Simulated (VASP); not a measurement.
Crystal: HfGa2Te3.

```
Hf Ga Te
1.0
     6.87464    0.00000    0.00000
    -3.43732    5.95361    0.00000
     0.00000    0.00000    4.09890
Hf Ga Te
1 2 3
Direct
  0.00000 0.00000 0.50000
  0.66667 0.33333 0.50000
  0.33333 0.66667 0.50000
  0.00000 0.50000 0.00000
  0.50000 0.50000 0.00000
  0.50000 0.00000 0.00000
```

The cell was generated, and may not be a known phase.

| Property | Result |
| --- | --- |
| Program | VASP 6.6.1 |
| Task | relaxation of cell and atoms |
| Functional | PBE |
| Potentials or basis | VASP PAW PBE potentials, release 64 (Hf_pv, Ga_d, Te) |
| Cutoff | 600 eV |
| k mesh | 6 × 6 × 10 |
| Occupations | gaussian, width 0.1 eV |
| Spin | no spin polarisation |

At the start: pressure 0.5 GPa; volume 27.96 Å³/atom.

Problem. Where does the relaxation end?

Solution. Over 9 steps the energy falls by 101.6 meV/atom and the volume is 29.22 Å³/atom (+4.5 %); space group P6/mmm (No. 191, to 0.1 Å) before and after.

Step by step:
```csv
step,energy change (eV),largest force (eV/Å),pressure (GPa),volume (Å³)
1,0.0000,0.0000,0.52,167.76
2,-0.1903,0.0000,0.11,169.89
3,-0.5016,0.0000,-0.18,173.12
4,-0.4363,0.0000,0.76,177.65
5,-0.6032,0.0000,-0.15,175.31
6,-0.6088,0.0000,-0.08,175.90
7,-0.6092,0.0000,-0.08,175.76
8,-0.6093,0.0000,0.11,175.13
9,-0.6094,0.0000,-0.01,175.32
```

Final structure:
```xyz
6
Lattice="7.4489 0.0000 0.0000 -3.7245 6.4510 0.0000 0.0000 0.0000 3.6485" Properties=species:S:1:pos:R:3 pbc="T T T"
Hf    0.0000    0.0000    1.8243
Ga    3.7245    2.1503    1.8243
Ga    0.0000    4.3007    1.8243
Te   -1.8622    3.2255    0.0000
Te    1.8622    3.2255    0.0000
Te    3.7245    0.0000    0.0000
```
